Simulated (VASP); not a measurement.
NaCl, 2 atoms in the cell. The structure is cubic, space group Fm-3m (No. 225). The conventional cell has a = 5.485 Å, b = 5.485 Å, c = 5.485 Å, α = 90.00°, β = 90.00°, γ = 90.00°. Within 3.6 Å of Na (site symmetry m-3m) lie 6 Cl at 2.74 Å. Cl (site symmetry m-3m) has 6 Na at 2.74 Å within 3.6 Å. 

```yaml
Program: VASP 6.6.1
Task: single point
Functional: PBE
Potentials_or_basis: VASP PAW PBE potentials, release 64 (Na_pv, Cl)
Cutoff: 500 eV
k_mesh: 4 × 4 × 4
Occupations: gaussian, width 0.01 eV
Spin: no spin polarisation
Dipole_correction: no
Further_INCAR_settings: ALGO = Normal; EDIFF = 1e-06; NBANDS = 14
```

Potentials or basis: VASP PAW PBE potentials, release 64 (Na_pv, Cl).

Launch:

```bash
$ cat potpaw_PBE.64/Na_pv/POTCAR potpaw_PBE.64/Cl/POTCAR > POTCAR
$ mpirun -np 1 vasp_std > vasp.out
```

Hardware: 1 thread of AMD EPYC 9R45 96-Core Processor (Zen 5), with other jobs on the host.

Question: How long does it take, and how much memory?

Answer: It took 3.2 s on 1 thread of AMD EPYC 9R45 96-Core Processor (Zen 5) (shared host), peak memory 0.11 GiB. Counts: scf iterations 12, k points 8.
